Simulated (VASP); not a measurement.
Crystal: Ca.

```xyz
2
Lattice="2.4165 1.3952 4.4811 -2.4165 1.3952 4.4811 0.0000 -2.7903 4.4811" Properties=species:S:1:pos:R:3 pbc="T T T"
Ca    0.0000    0.0000    3.0589
Ca    0.0000    0.0000   10.3844
```

* Program: VASP 6.6.1
* Task: relaxation of cell and atoms
* Functional: PBE
* Potentials or basis: VASP PAW PBE potentials, release 64 (Ca_sv)
* Cutoff: 600 eV
* k mesh: 6 × 6 × 6
* Occupations: gaussian, width 0.1 eV
* Spin: no spin polarisation

At the start: pressure 0.3 GPa; volume 45.32 Å³/atom.

Where does the relaxation end?

Over 26 steps the energy falls by 586.6 meV/atom and the volume is 41.90 Å³/atom (-7.6 %); space group R-3m (No. 166, to 0.1 Å) before, Fm-3m (No. 225, to 0.1 Å).

Step by step:
```csv
step,energy change (eV),largest force (eV/Å),pressure (GPa),volume (Å³)
1,0.0000,1.4402,0.29,90.64
2,-0.1801,1.1219,-0.12,91.72
3,-0.4097,0.1085,-0.91,94.96
4,-0.4491,0.0003,-0.35,89.39
5,-0.4643,0.1220,0.28,84.67
6,-0.5164,0.1652,0.58,83.04
7,-0.7406,0.3131,1.95,77.09
8,-0.6070,0.5756,9.24,61.52
9,-0.8919,0.4621,4.41,70.16
10,-0.8187,0.5240,6.57,65.60
11,-0.8700,0.4974,5.56,67.56
12,-0.8763,0.4949,5.55,67.55
13,-0.8896,0.4870,5.55,67.51
14,-0.8914,0.4712,5.63,67.34
15,-0.9080,0.4587,5.40,67.80
16,-0.9542,0.4237,4.74,69.18
17,-1.0314,0.3596,3.56,72.01
18,-1.1307,0.2531,1.58,77.90
19,-1.1454,0.1060,-1.11,90.62
20,-1.1656,0.1568,-0.16,85.14
21,-1.1657,0.1613,-0.08,84.73
22,-1.1665,0.1530,-0.07,84.68
23,-1.1687,0.1275,-0.05,84.52
24,-1.1718,0.0749,0.00,84.19
25,-1.1727,0.0348,0.13,83.55
26,-1.1732,0.0067,0.08,83.79
```

Final structure:
```
Ca
1.0
     1.94777    1.12454    6.37584
    -1.94777    1.12454    6.37584
     0.00000   -2.24909    6.37584
Ca
2
Direct
  0.25010 0.25010 0.25010
  0.74990 0.74990 0.74990
```

Caveat: a cell axis changed by over 15 % at a fixed basis, so the end point is rough.
